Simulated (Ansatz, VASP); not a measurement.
## CoC: VASP beside Ansatz

```
Co C
1.0
     0.00000    1.99275    1.99275
     1.99275    0.00000    1.99275
     1.99275    1.99275    0.00000
Co C
1 1
Direct
  0.00000 0.00000 0.00000
  0.50000 0.50000 0.50000
```

Alike in both runs: functional r2SCAN; k mesh 8 × 8 × 8; occupations gaussian, width 0.1 eV; collinear spin.

Ansatz relaxed the structure, and its values are those at the end. VASP's run is a single point on that final structure, the one shown.

|  | VASP | Ansatz |
| --- | --- | --- |
| version | VASP 6.6.1 | Ansatz 0.2.0 |
| potentials or method | VASP PAW PBE potentials, release 64 (Co, C), cutoff 520 eV | scalar-relativistic, plane waves, PAW |
| valence electrons in the cell | 13 | 21 |

Ansatz gave:

```
gap on the k mesh at the Fermi level (eV)                     : none
pressure (GPa)                                                : -0.1
net moment per atom (μB)                                      : 0.25
size of the moment on the site where the two differ most (μB) : 0.39
```

Q: What did VASP give for the same quantities?

A: gap on the k mesh at the Fermi level (eV): none; pressure (GPa): 0.9; net moment per atom (μB): 0.25; size of the moment on the site where the two differ most (μB): 0.41.

VASP's potentials were made for PBE, not for r2SCAN. Site moments also hang on the region over which each program counts them. A gap of «none» marks a metal or a gap that the smearing closes. VASP's potentials hold 13 valence electrons a cell and Ansatz's 21, so a difference there can come from the potentials and not from the codes.
